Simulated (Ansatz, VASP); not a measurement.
# Two plane-wave programs on Na2S

Contents of POSCAR:

```
Na2S
1.0
    3.2555901794      3.2555901794      0.0000000000
   -3.2555901794      3.2555901794      0.0000000000
    0.0000000000      3.2555901794      3.2555901794
Na S
2 1
Direct
    0.2500000000      0.7500000000      0.5000000000
    0.7500000000      0.2500000000      0.5000000000
    0.0000000000      0.0000000000      0.0000000000
```

INCAR.step1

```
PREC = Accurate
ENCUT = 550
ISMEAR = 0
SIGMA = 0.01
LREAL = False
LASPH = True
NELM = 120
NBANDS = 17
GGA = PE
ALGO = Normal
EDIFF = 1E-5
LWAVE = True
LCHARG = False
GGA_COMPAT = False
```

File INCAR.step2:

```
PREC = Accurate
ENCUT = 550
EDIFF = 1E-6
ISMEAR = 0
SIGMA = 0.01
LREAL = False
LASPH = True
NELM = 120
ALGO = Normal
ISIF = 2
LWAVE = False
LCHARG = False
METAGGA = R2SCAN
LMIXTAU = True
NBANDS = 17
ISTART = 1
GGA_COMPAT = False
```

KPOINTS

```
regular mesh
0
Gamma
  6 6 6
```

Input for Ansatz:

```yaml
crystal:
  lattice:
    - [3.25559017935, 3.25559017935, 0.0]
    - [-3.25559017935, 3.25559017935, 0.0]
    - [0.0, 3.25559017935, 3.25559017935]
  atoms:
    - { symbol: Na, position: [0.25, 0.75, 0.5] }
    - { symbol: Na, position: [0.75, 0.25, 0.5] }
    - { symbol: S, position: [0.0, 0.0, 0.0] }
kpoints:
  mp_grid: { grid: [6, 6, 6] }
scf:
  occupations: { method: fixed }
  convergence: { dr2_threshold: 1.0e-10 }
hamiltonian:
  xc: r2scan
  pseudopotentials: { kind: paw }
output:
  forces: true
  stress: true
  eigenstates:
    kpoints:
      - [0.0, 0.0, 0.0]
      - [-0.5, -0.5, -0.5]
      - [-0.5, 0.5, 0.0]
      - [0.0, 0.0, -0.5]
      - [0.0, -0.5, -0.5]
      - [0.0, 0.5, 0.0]
      - [-0.5, 0.0, 0.0]
      - [-0.5, 0.0, -0.5]
  eigenvalues: true
```

Change from the starting cell: unstrained.

Alike in both runs: task single point; functional r2SCAN; k mesh 6 × 6 × 6; no spin polarisation.

|  | VASP | Ansatz |
| --- | --- | --- |
| version | VASP 6.6.1 | Ansatz 0.2.0 |
| potentials or method | VASP PAW PBE potentials, release 64 (Na_pv, S) | PAW with Ansatz's default frozen-core files, scalar-relativistic |
| plane-wave cutoff (eV) | 550 | 500 |
| occupations | gaussian, width 0.01 eV | fixed |
| valence electrons in the cell | 20 | 24 |

|  | VASP | Ansatz | Ansatz less VASP |
| --- | --- | --- | --- |
| gap on the k mesh at the Fermi level (eV) | 3.11 | 3.09 | -0.025 |
| pressure (GPa) | -0.1 | 0.0 | +0.08 |

VASP's potentials were made for PBE, not for r2SCAN. VASP's potentials hold 20 valence electrons a cell and Ansatz's 24, so a difference there can come from the potentials and not from the codes.
